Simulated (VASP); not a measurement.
**TaN: single point with PBEsol+U**

Crystal: TaN.

```
Ta N
1.0
     5.18500    0.00000    0.00000
    -2.59250    4.49034    0.00000
     0.00000    0.00000    2.90800
Ta N
3 3
Direct
  0.00000 0.00000 0.00000
  0.33333 0.66667 0.50000
  0.66667 0.33333 0.50000
  0.50000 0.00000 0.00000
  0.50000 0.50000 0.00000
  0.00000 0.50000 0.00000
```

```
Program             : VASP 6.6.1
Task                : single point
Functional          : PBEsol
Potentials or basis : VASP PAW PBE potentials, release 64 (Ta_pv, N)
Cutoff              : 520 eV
k mesh              : 4 × 4 × 7
Occupations         : gaussian, width 0.05 eV
Spin                : collinear spin, ferrimagnetic start
Starting moments    : [1.06, -0.11, -0.11, 0.02, 0.02, 0.02] μB
Hubbard terms       : Ta d U = 7.0 eV
```

| Item | Value |
| --- | --- |
| Pressure | 24.6 GPa |
| Band gap on the k mesh | zero (filled and empty bands overlap) |
| Net moment | 0.00 μB per cell |
| Valence electrons inside the program's atomic spheres | Ta 8.42, 8.85; N 3.85 |

Stress tensor (GPa, compression positive):
```
22.10  0.00  0.00
 0.00 22.10  0.00
 0.00  0.00 29.73
```

Levels at points of the mesh, in eV from the Fermi level:
Spin up:
| k point | band 21 | band 22 | band 23 | band 24 | band 25 | band 26 | band 27 | band 28 |
| --- | --- | --- | --- | --- | --- | --- | --- | --- |
| (0.00, 0.00, 0.00) | -3.17 | -2.82 | -2.02 | -0.82 | -0.82 | 0.95 | 1.11 | 1.11 |
| (0.50, 0.00, 0.00) | -3.61 | -3.09 | -1.97 | -0.54 | 1.59 | 2.20 | 2.31 | 2.54 |
Spin down:
| k point | band 21 | band 22 | band 23 | band 24 | band 25 | band 26 | band 27 | band 28 |
| --- | --- | --- | --- | --- | --- | --- | --- | --- |
| (0.00, 0.00, 0.00) | -3.17 | -2.82 | -2.02 | -0.82 | -0.82 | 0.95 | 1.11 | 1.11 |
| (0.50, 0.00, 0.00) | -3.61 | -3.09 | -1.97 | -0.54 | 1.59 | 2.20 | 2.31 | 2.54 |

Eigenvalues of the final occupation matrices:
```
    site  spin  trace               eigenvalues
site 1 d     1   0.99  0.14 0.14 0.24 0.24 0.24
site 1 d     2   0.99  0.14 0.14 0.24 0.24 0.24
site 2 d     1   1.10  0.20 0.20 0.23 0.23 0.25
site 2 d     2   1.10  0.20 0.20 0.23 0.23 0.25
site 3 d     1   1.10  0.20 0.20 0.23 0.23 0.25
site 3 d     2   1.10  0.20 0.20 0.23 0.23 0.25
```

Wall time 45 s on 1 thread of AMD EPYC 9R45 96-Core Processor (Zen 5) (shared host), peak memory 0.21 GiB.

Caveat: the PAW data sets were made with another functional, which shifts forces and pressure a little; spin-orbit coupling is left out, which moves the levels of the heavy elements. The state reached can hang on the start; a lower one may exist.
